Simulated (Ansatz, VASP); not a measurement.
## One calculation of Cd, two programs

Contents of INCAR:

```
PREC = Accurate
ENCUT = 520
EDIFF = 1E-6
ISMEAR = 0
SIGMA = 0.1
LREAL = F
LASPH = T
NELM = 80
ALGO = Fast
ISIF = 2
LWAVE = F
LCHARG = F
GGA = PE
NBANDS = 19
```

File KPOINTS:

```
Automatic mesh
0
Gamma
  18 18 8
```

POSCAR

```
Cd
1.0
    3.0032098965      0.0000000000      0.0000000000
   -1.5016049482      2.6008560632      0.0000000000
    0.0000000000      0.0000000000      5.1579577005
Cd
2
Direct
    0.3333333333      0.6666666667      0.2500000000
    0.6666666667      0.3333333333      0.7500000000
```

Input for Ansatz:

```yaml
crystal:
  lattice:
    - [3.0032098965, 0.0, 0.0]
    - [-1.5016049482, 2.6008560632, 0.0]
    - [0.0, 0.0, 5.1579577005]
  atoms:
    - { symbol: Cd, position: [0.3333333333, 0.6666666667, 0.25] }
    - { symbol: Cd, position: [0.6666666667, 0.3333333333, 0.75] }
basis:
  ecutwfc: 420
kpoints:
  mp_grid: { grid: [18, 18, 8] }
hamiltonian:
  xc: pbe
scf:
  occupations: { method: gaussian, width: 0.1 }
output:
  forces: true
  stress: true
  eigenvalues: true
  populations: true
```

Alike in both runs: task single point; functional PBE; k mesh 18 × 18 × 8; occupations gaussian, width 0.1 eV; no spin polarisation.

```csv
,VASP,Ansatz
version,VASP 6.6.1,Ansatz 0.2.0
potentials or method,"VASP PAW PBE potentials, release 64 (Cd), cutoff 520 eV","scalar-relativistic, plane waves, PAW"
valence electrons in the cell,24,40
```

|  | VASP | Ansatz | Ansatz less VASP |
| --- | --- | --- | --- |
| gap on the k mesh at the Fermi level (eV) | none | none | - |
| pressure (GPa) | 7.4 | 6.9 | -0.47 |
| traceless stress, the component that is largest in VASP (GPa) | 0.50 | 0.59 | +0.089 |

A gap of «none» marks a metal or a gap that the smearing closes. VASP's potentials hold 24 valence electrons a cell and Ansatz's 40, so a difference there can come from the potentials and not from the codes.
